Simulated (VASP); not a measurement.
# SiO2 (P4_2/mnm) in VASP: a series of runs

SiO2 is run at these levels: r2SCAN+rVV10; tasks: single point, relaxation of cell and atoms.

All numbers are computed with VASP 6.6.1; they aren't measurements. Logs are shortened: lines on timing, memory, paths and dates and some standing lists are left out, and cuts for length are marked.

**1. The cell of the first run**

The structure is tetragonal, space group P4_2/mnm (No. 136). Conventional cell: a = 4.186 Å, b = 4.186 Å, c = 2.668 Å, α = 90.00°, β = 90.00°, γ = 90.00°. Within 2.3 Å of Si (site symmetry mmm) lie 6 O at 1.76 to 1.81 Å. O (site symmetry m2m) has 3 Si at 1.76 to 1.81 Å and 1 O at 2.30 Å within 2.3 Å.

**2. Single point, r2SCAN+rVV10**

The input, POSCAR:

```
SiO2
1.0
    4.1865000000      0.0000000000      0.0000000000
    0.0000000000      4.1865000000      0.0000000000
    0.0000000000      0.0000000000      2.6684000000
Si O
2 4
Direct
    0.0000000000      0.0000000000      0.0000000000
    0.5000000000      0.5000000000      0.5000000000
    0.3059000000      0.3059000000      0.0000000000
    0.1941000000      0.8059000000      0.5000000000
    0.6941000000      0.6941000000      0.0000000000
    0.8059000000      0.1941000000      0.5000000000
```

The input, INCAR.step1:

```
SYSTEM = SiO2
  PREC = Accurate
  ENCUT = 520
  ISMEAR = 0
  SIGMA = 0.1
  LREAL = .False.
  LASPH = .True.
  NELM = 100
  NBANDS = 25
  GGA = PE
  ALGO = Normal
  EDIFF = 1E-4
  LWAVE = .True.
  LCHARG = .False.
```

The input, INCAR.step2:

```
SYSTEM = SiO2
  PREC = Accurate
  ENCUT = 520
  EDIFF = 1E-7
  ISMEAR = 0
  SIGMA = 0.1
  LREAL = .False.
  LASPH = .True.
  NELM = 100
  ALGO = Normal
  ISIF = 2
  LWAVE = .False.
  LCHARG = .False.
  METAGGA = R2SCAN
  LMIXTAU = .True.
  LUSE_VDW = .True.
  IVDW_NL = 2
  BPARAM = 11.95
  CPARAM = 0.0093
  NBANDS = 25
  ISTART = 1
```

The input, KPOINTS:

```
Automatic mesh
0
Gamma
  4 4 6
  0 0 0
```

Potentials or basis: VASP PAW PBE potentials, release 64 (Si, O).

Launch:

```sh
$ cat potpaw_PBE.64/Si/POTCAR potpaw_PBE.64/O/POTCAR > POTCAR
$ cp INCAR.step1 INCAR
$ mpirun -np 1 vasp_std > vasp.out
$ cp INCAR.step2 INCAR
$ mpirun -np 1 vasp_std > vasp.out
```

OUTCAR:

```text
SYSTEM = SiO2
   PREC = Accurate
   ENCUT = 520
   EDIFF = 1E-7
   ISMEAR = 0
   LREAL = .False.
   LASPH = .True.
   NELM = 100
   ISIF = 2
   METAGGA = R2SCAN
   IVDW_NL = 2
   BPARAM = 11.95
   ISTART = 1

 ion  position               nearest neighbor table
   1  0.000  0.000  0.000-   4 1.76   6 1.76   4 1.76   6 1.76   5 1.81   3 1.81
   2  0.500  0.500  0.500-   3 1.76   5 1.76   3 1.76   5 1.76   4 1.81   6 1.81
   3  0.306  0.306  0.000-   2 1.76   2 1.76   1 1.81
   4  0.194  0.806  0.500-   1 1.76   1 1.76   2 1.81
   5  0.694  0.694  0.000-   2 1.76   2 1.76   1 1.81
   6  0.806  0.194  0.500-   1 1.76   1 1.76   2 1.81

  LATTYP: Found a simple tetragonal cell.
 ALAT       =     4.1865000000
 C/A-ratio  =     0.6373820614

  Lattice vectors:

 A1 = (   4.1865000000,   0.0000000000,   0.0000000000)
 A2 = (   0.0000000000,   4.1865000000,   0.0000000000)
 A3 = (   0.0000000000,   0.0000000000,   2.6684000000)

Analysis of symmetry for initial positions (statically):
=====================================================================
 Subroutine PRICEL returns:
 Original cell was already a primitive cell.

 Routine SETGRP: Setting up the symmetry group for a
 simple tetragonal supercell.

 Subroutine GETGRP returns: Found 16 space group operations
 (whereof  8 operations were pure point group operations)
 out of a pool of 16 trial point group operations.

The static configuration has the point symmetry D_2h.
 The point group associated with its full space group is D_4h.

Analysis of symmetry for dynamics (positions and initial velocities):
=====================================================================
 Subroutine PRICEL returns:
 Original cell was already a primitive cell.

 Routine SETGRP: Setting up the symmetry group for a
 simple tetragonal supercell.

 Subroutine GETGRP returns: Found 16 space group operations
 (whereof  8 operations were pure point group operations)
 out of a pool of 16 trial point group operations.

The dynamic configuration has the point symmetry D_2h.
 The point group associated with its full space group is D_4h.

 Subroutine INISYM returns: Found 16 space group operations
 (whereof  8 operations are pure point group operations),
 and found     1 'primitive' translations

----------------------------------------------------------------------------------------

                                     Primitive cell

  volume of cell :      46.7685

  direct lattice vectors                    reciprocal lattice vectors
     4.186500000  0.000000000  0.000000000     0.238863012  0.000000000  0.000000000
     0.000000000  4.186500000  0.000000000     0.000000000  0.238863012  0.000000000
     0.000000000  0.000000000  2.668400000     0.000000000  0.000000000  0.374756408

  length of vectors
     4.186500000  4.186500000  2.668400000     0.238863012  0.238863012  0.374756408

  position of ions in fractional coordinates (direct lattice)
     0.000000000  0.000000000  0.000000000
     0.500000000  0.500000000  0.500000000
     0.305900000  0.305900000  0.000000000
     0.194100000  0.805900000  0.500000000
     0.694100000  0.694100000  0.000000000
     0.805900000  0.194100000  0.500000000

  ion indices of the primitive-cell ions
   primitive index   ion index
                 1           1
                 2           2
                 3           3
                 4           4
                 5           5
                 6           6

----------------------------------------------------------------------------------------

 KPOINTS: Automatic mesh

Automatic generation of k-mesh.
 Grid dimensions read from file:
 generate k-points for:    4    4    6

 Generating k-lattice:

  Cartesian coordinates                     Fractional coordinates (reciprocal lattice)
     0.059715753  0.000000000  0.000000000     0.250000000  0.000000000  0.000000000
     0.000000000  0.059715753  0.000000000     0.000000000  0.250000000  0.000000000
     0.000000000  0.000000000  0.062459401     0.000000000  0.000000000  0.166666667

  Length of vectors
     0.059715753  0.059715753  0.062459401

  Shift w.r.t. Gamma in fractional coordinates (k-lattice)
     0.000000000  0.000000000  0.000000000

 Subroutine IBZKPT returns following result:
 ===========================================

 Found     24 irreducible k-points:

 Following reciprocal coordinates:
            Coordinates               Weight
  0.000000  0.000000  0.000000      1.000000
  0.250000  0.000000  0.000000      4.000000
  0.500000  0.000000  0.000000      2.000000
  0.250000  0.250000  0.000000      4.000000
  0.500000  0.250000  0.000000      4.000000
  0.500000  0.500000  0.000000      1.000000
[... 16 lines left out ...]
  0.500000  0.250000  0.500000      4.000000
  0.500000  0.500000  0.500000      1.000000
   k-points           NKPTS =     24   k-points in BZ     NKDIM =     24   number of bands    NBANDS=     25
[... 80 lines left out ...]
      4     -11.8996      2.00000
      5      -3.2709      2.00000
      6       1.2581      2.00000
[... 17 lines left out ...]
     24      23.2775      0.00000
     25      24.7035      0.00000

 k-point     2 :       0.2500    0.0000    0.0000
  band No.  band energies     occupation
      1     -15.4280      2.00000
      2     -13.2297      2.00000
      3     -12.0143      2.00000
      4     -11.5021      2.00000
      5      -2.8201      2.00000
      6      -0.0629      2.00000
[... 17 lines left out ...]
     24      22.4419      0.00000
     25      24.2764      0.00000

 k-point     3 :       0.5000    0.0000    0.0000
  band No.  band energies     occupation
      1     -14.5106      2.00000
      2     -14.5106      2.00000
      3     -11.6632      2.00000
      4     -11.6632      2.00000
      5      -1.6700      2.00000
      6      -1.6700      2.00000
[... 17 lines left out ...]
     24      22.4819      0.00000
     25      23.8868      0.00000

 k-point     4 :       0.2500    0.2500    0.0000
  band No.  band energies     occupation
      1     -15.1226      2.00000
      2     -13.3937      2.00000
      3     -12.3487      2.00000
      4     -11.5732      2.00000
      5      -2.2769      2.00000
      6       0.0415      2.00000
[... 17 lines left out ...]
     24      21.9942      0.00000
     25      24.0536      0.00000

 k-point     5 :       0.5000    0.2500    0.0000
  band No.  band energies     occupation
      1     -14.2959      2.00000
      2     -14.2959      2.00000
      3     -12.0501      2.00000
      4     -12.0501      2.00000
      5      -1.0577      2.00000
      6      -1.0577      2.00000
[... 17 lines left out ...]
     24      22.9997      0.00000
     25      23.1239      0.00000

 k-point     6 :       0.5000    0.5000    0.0000
  band No.  band energies     occupation
      1     -13.9908      2.00000
      2     -13.9908      2.00000
      3     -12.5159      2.00000
      4     -12.5159      2.00000
      5      -0.2281      2.00000
      6      -0.2281      2.00000
[... 17 lines left out ...]
     24      22.4436      0.00000
     25      23.3346      0.00000
[... 393 lines left out ...]
 k-point    21 :       0.5000    0.0000    0.5000
  band No.  band energies     occupation
      1     -12.8326      2.00000
      2     -12.8326      2.00000
      3     -11.6443      2.00000
      4     -11.6443      2.00000
      5      -1.7091      2.00000
      6      -1.7091      2.00000
[... 17 lines left out ...]
     24      23.4442      0.00000
     25      23.6060      0.00000

 k-point    22 :       0.2500    0.2500    0.5000
  band No.  band energies     occupation
      1     -12.9251      2.00000
      2     -12.8490      2.00000
      3     -11.6219      2.00000
      4     -11.4900      2.00000
      5      -2.6749      2.00000
      6      -1.6457      2.00000
[... 17 lines left out ...]
     24      23.4678      0.00000
     25      23.6650      0.00000

 k-point    23 :       0.5000    0.2500    0.5000
  band No.  band energies     occupation
      1     -12.7974      2.00000
      2     -12.7974      2.00000
      3     -11.6216      2.00000
      4     -11.6216      2.00000
      5      -2.5926      2.00000
      6      -2.5926      2.00000
[... 17 lines left out ...]
     24      22.4580      0.00000
     25      24.4838      0.00000

 k-point    24 :       0.5000    0.5000    0.5000
  band No.  band energies     occupation
      1     -12.7612      2.00000
      2     -12.7612      2.00000
      3     -11.5988      2.00000
      4     -11.5988      2.00000
      5      -3.0973      2.00000
      6      -3.0973      2.00000
[... 17 lines left out ...]
     24      22.8360      0.00000
     25      24.8142      0.00000

------------------------ aborting loop because EDIFF is reached ----------------------------------------

  FORCE on cell =-STRESS in cart. coord.  units (eV):
  Direction    XX          YY          ZZ          XY          YZ          ZX
  --------------------------------------------------------------------------------------
  -------------------------------------------------------------------------------------
  Total       -0.4868918     -0.4868918      0.0198964      0.0000000      0.0000000      0.0000000
  in kB      -16.6797658    -16.6797658      0.6816026      0.0000000      0.0000000      0.0000000
  external PRESSURE =     -10.8926430 kB  Pullay stress =       0.0000000 kB

 VOLUME and BASIS-vectors are now :
 -----------------------------------------------------------------------------
  energy-cutoff  :      520.00
  volume of cell :       46.77
      direct lattice vectors                 reciprocal lattice vectors
     4.186500000  0.000000000  0.000000000     0.238863012  0.000000000  0.000000000
     0.000000000  4.186500000  0.000000000     0.000000000  0.238863012  0.000000000
     0.000000000  0.000000000  2.668400000     0.000000000  0.000000000  0.374756408

 POSITION                                       TOTAL-FORCE (eV/Angst)
 -----------------------------------------------------------------------------------
      0.00000      0.00000      0.00000         0.000000     -0.000000      0.000000
      2.09325      2.09325      1.33420         0.000000     -0.000000      0.000000
      1.28065      1.28065      0.00000         0.003158      0.003158      0.000000
      0.81260      3.37390      1.33420        -0.003158      0.003158      0.000000
      2.90585      2.90585      0.00000        -0.003158     -0.003158      0.000000
      3.37390      0.81260      1.33420         0.003158     -0.003158      0.000000
 -----------------------------------------------------------------------------------
    total drift:                                0.000000      0.000000     -0.000000

  FREE ENERGIE OF THE ION-ELECTRON SYSTEM (eV)
  ---------------------------------------------------
  free  energy   TOTEN  =       -58.1093415017 eV

  energy  without entropy=      -58.1093415017  energy(sigma->0) =      -58.10934150
```

It took 46 s on 1 thread of Intel Xeon 6975P-C (Granite Rapids), shared host; peak memory 0.26 GiB.

What came out:

| Quantity | Value |
| --- | --- |
| Free energy | -58.1093 eV |
| Pressure | -1.1 GPa |
| Largest force | 0.004 eV/Å |
| Band gap on the k mesh | 6.47 eV |

Forces on the atoms (eV/Å):
```
Si   0.000  0.000  0.000
Si   0.000  0.000  0.000
O    0.003  0.003  0.000
O   -0.003  0.003  0.000
O   -0.003 -0.003  0.000
O    0.003 -0.003  0.000
```

Levels at points of the mesh, in eV from the valence-band top:
```csv
k point,band 14,band 15,band 16,band 17,band 18,band 19
"(0.00, 0.00, 0.00)",-0.89,-0.89,0.00,6.47,7.61,9.43
"(0.50, 0.00, 0.00)",-2.71,-1.08,-1.08,8.67,8.67,10.01
"(0.50, 0.50, 0.00)",-2.70,-2.33,-2.33,8.38,8.38,11.02
"(0.00, 0.00, 0.50)",-3.12,-2.72,-2.72,10.11,10.11,13.68
"(0.50, 0.00, 0.50)",-2.31,-1.81,-1.81,9.77,9.77,10.84
"(0.50, 0.50, 0.50)",-1.78,-1.61,-1.61,8.11,8.11,11.94
```

Caveat: the PAW data sets were made with another functional, which shifts forces and pressure a little.

**3. Single point, r2SCAN+rVV10**

This run uses another cell than the first one, of 7.75 Å³/atom.

The input, POSCAR:

```
SiO2
1.0
    4.1754238004      0.0000000000      0.0000000000
    0.0000000000      4.1754238004      0.0000000000
    0.0000000000      0.0000000000      2.6677927151
Si O
2 4
Direct
    0.0000000000      0.0000000000      0.0000000000
    0.5000000000      0.5000000000      0.5000000000
    0.3057795902      0.3057795902      0.0000000000
    0.1942204098      0.8057795902      0.5000000000
    0.6942204098      0.6942204098      0.0000000000
    0.8057795902      0.1942204098      0.5000000000
```

The input, INCAR.step1:

```
SYSTEM = SiO2
ALGO = Normal
EDIFF = 1E-4
ENCUT = 520
GGA = PE
ISMEAR = 0
LASPH = .TRUE.
LCHARG = .FALSE.
LREAL = .FALSE.
LWAVE = .TRUE.
NBANDS = 25
NELM = 60
PREC = Accurate
SIGMA = 0.02
```

The input, INCAR.step2:

```
SYSTEM = SiO2
ALGO = Normal
BPARAM = 11.95
CPARAM = 0.0093
EDIFF = 1E-6
ENCUT = 520
ISIF = 2
ISMEAR = 0
ISTART = 1
IVDW_NL = 2
LASPH = .TRUE.
LCHARG = .TRUE.
LELF = .TRUE.
LMIXTAU = .TRUE.
LREAL = .FALSE.
LUSE_VDW = .TRUE.
LVHAR = .TRUE.
LWAVE = .FALSE.
METAGGA = R2SCAN
NBANDS = 25
NELM = 60
PREC = Accurate
SIGMA = 0.02
```

The input, KPOINTS:

```
k-points
0
G
  6 6 8
  0 0 0
```

Potentials or basis: VASP PAW PBE potentials, release 64 (Si, O).

Launch:

```sh
$ cat potpaw_PBE.64/Si/POTCAR potpaw_PBE.64/O/POTCAR > POTCAR
$ cp INCAR.step1 INCAR
$ mpirun -np 1 vasp_std > vasp.out
$ cp INCAR.step2 INCAR
$ mpirun -np 1 vasp_std > vasp.out
```

Run time: 68 s. Hardware: 1 thread of Intel Xeon 6975P-C (Granite Rapids), shared host; peak memory 0.28 GiB.

It converged, with:

```yaml
Free_energy: -58.1102 eV
Pressure: 0.6 GPa
Largest_force: 0.025 eV/Å
Band_gap_on_the_k_mesh: 6.56 eV
```

Forces in eV/Å, atoms in the order of the input:
```
Si   0.000  0.000  0.000
Si   0.000  0.000  0.000
O   -0.018 -0.018  0.000
O    0.018 -0.018  0.000
O    0.018  0.018  0.000
O   -0.018  0.018  0.000
```

Stress tensor (GPa, compression positive):
```
0.28 0.00 0.00
0.00 0.28 0.00
0.00 0.00 1.27
```

Levels at points of the mesh, in eV from the valence-band top:
| k point | band 14 | band 15 | band 16 | band 17 | band 18 | band 19 |
| --- | --- | --- | --- | --- | --- | --- |
| (0.00, 0.00, 0.00) | -0.89 | -0.89 | 0.00 | 6.56 | 7.60 | 9.44 |
| (0.50, 0.00, 0.00) | -2.73 | -1.08 | -1.08 | 8.73 | 8.73 | 10.02 |
| (0.50, 0.50, 0.00) | -2.72 | -2.34 | -2.34 | 8.42 | 8.42 | 11.04 |
| (0.00, 0.00, 0.50) | -3.16 | -2.73 | -2.73 | 10.19 | 10.19 | 13.73 |
| (0.50, 0.00, 0.50) | -2.32 | -1.82 | -1.82 | 9.83 | 9.83 | 10.93 |
| (0.50, 0.50, 0.50) | -1.79 | -1.62 | -1.62 | 8.18 | 8.18 | 12.00 |

Caveat: the PAW data sets were made with another functional, which shifts forces and pressure a little. r2SCAN opens gaps a little over a GGA but as a rule still falls short of measured ones.

**4. Relaxation of cell and atoms, r2SCAN+rVV10**

The input, POSCAR:

```
SiO2
1.0
    4.1865000000      0.0000000000      0.0000000000
    0.0000000000      4.1865000000      0.0000000000
    0.0000000000      0.0000000000      2.6684000000
Si O
2 4
Direct
    0.0000000000      0.0000000000      0.0000000000
    0.5000000000      0.5000000000      0.5000000000
    0.3059000000      0.3059000000      0.0000000000
    0.1941000000      0.8059000000      0.5000000000
    0.6941000000      0.6941000000      0.0000000000
    0.8059000000      0.1941000000      0.5000000000
```

The input, INCAR.step1:

```
PREC = Accurate
ENCUT = 600
ISMEAR = 0
SIGMA = 0.02
LREAL = False
LASPH = True
NELM = 100
GGA = PE
ALGO = Normal
EDIFF = 1E-4
LWAVE = True
LCHARG = False
```

The input, INCAR.step2:

```
PREC = Accurate
ENCUT = 600
EDIFF = 1E-6
ISMEAR = 0
SIGMA = 0.02
LREAL = False
LASPH = True
NELM = 100
ALGO = Normal
ISIF = 3
LWAVE = False
LCHARG = False
METAGGA = R2SCAN
LMIXTAU = True
LUSE_VDW = True
IVDW_NL = 2
BPARAM = 11.95
CPARAM = 0.0093
IBRION = 2
NSW = 100
EDIFFG = -0.002
ISTART = 1
```

The input, KPOINTS:

```
regular mesh
0
Gamma
  6 6 8
```

Launch:

```sh
$ cat potpaw_PBE.64/Si/POTCAR potpaw_PBE.64/O/POTCAR > POTCAR
$ cp INCAR.step1 INCAR
$ mpirun -np 1 vasp_std > vasp.out
$ cp INCAR.step2 INCAR
$ mpirun -np 1 vasp_std > vasp.out
```

Run time: 5.2 min. Hardware: 1 thread of Intel Xeon 6975P-C (Granite Rapids), shared host; peak memory 0.33 GiB.

The run converged. Its results:

```
Free energy                           : -58.1296 eV
Relaxed volume                        : 7.75 Å³/atom
Relaxed cell                          : a = 4.172 Å, b = 4.172 Å, c = 2.672 Å, α = 90.00°, β = 90.00°, γ = 90.00°
Space group after relaxing (to 0.1 Å) : P4_2/mnm (No. 136)
Energy gained by relaxing             : 0.3 meV/atom
Ionic steps                           : 5
Pressure after relaxing               : 0.0 GPa
Band gap on the k mesh                : 6.55 eV
```

Step by step:
```tsv
step	energy change (eV)	largest force (eV/Å)	pressure (GPa)	volume (Å³)
1	0.0000	0.0053	-1.53	46.77
2	-0.0001	0.1044	2.00	46.27
3	-0.0016	0.0503	0.24	46.51
4	-0.0020	0.0028	-0.02	46.50
5	-0.0020	0.0011	0.00	46.50
```

Final structure:
```xyz
6
Lattice="4.1721 0.0000 0.0000 0.0000 4.1721 0.0000 0.0000 0.0000 2.6717" Properties=species:S:1:pos:R:3 pbc="T T T"
Si    0.0000    0.0000    0.0000
Si    2.0860    2.0860    1.3359
O     1.2749    1.2749    0.0000
O     0.8111    3.3609    1.3359
O     2.8971    2.8971    0.0000
O     3.3609    0.8111    1.3359
```

Levels at points of the mesh, in eV from the valence-band top:
| k point | band 14 | band 15 | band 16 | band 17 | band 18 | band 19 |
| --- | --- | --- | --- | --- | --- | --- |
| (0.00, 0.00, 0.00) | -0.89 | -0.89 | 0.00 | 6.55 | 7.57 | 9.40 |
| (0.50, 0.00, 0.00) | -2.74 | -1.08 | -1.08 | 8.71 | 8.71 | 9.99 |
| (0.50, 0.50, 0.00) | -2.74 | -2.34 | -2.34 | 8.41 | 8.41 | 11.02 |
| (0.00, 0.00, 0.50) | -3.17 | -2.73 | -2.73 | 10.19 | 10.19 | 13.72 |
| (0.50, 0.00, 0.50) | -2.32 | -1.82 | -1.82 | 9.83 | 9.83 | 10.95 |
| (0.50, 0.50, 0.50) | -1.78 | -1.62 | -1.62 | 8.17 | 8.17 | 12.02 |

Caveat: the PAW data sets were made with another functional, which shifts forces and pressure a little. A k mesh can miss the band edges.

**5. The runs side by side**

```csv
task,cell,k mesh,cutoff (eV),smearing,gap on the mesh (eV),pressure (GPa)
single point,"a = 4.186, b = 4.186, c = 2.668 Å, 6 atoms, atomic positions A",4 × 4 × 6,520,gaussian 0.1 eV,6.47,-1.1
single point,"a = 4.175, b = 4.175, c = 2.668 Å, 6 atoms, atomic positions B",6 × 6 × 8,520,gaussian 0.02 eV,6.56,0.6
relaxation of cell and atoms,"relaxed from a = 4.186, b = 4.186, c = 2.668 Å, 6 atoms, atomic positions A",6 × 6 × 8,600,gaussian 0.02 eV,6.55,0.0
```

Alike in all rows: level r2SCAN+rVV10; potentials or basis VASP PAW PBE potentials, release 64 (Si, O); no spin polarisation.

Caveats: the PAW data sets were made with another functional, which shifts forces and pressure a little.

Absolute energies hang on the potentials; compare differences alone.
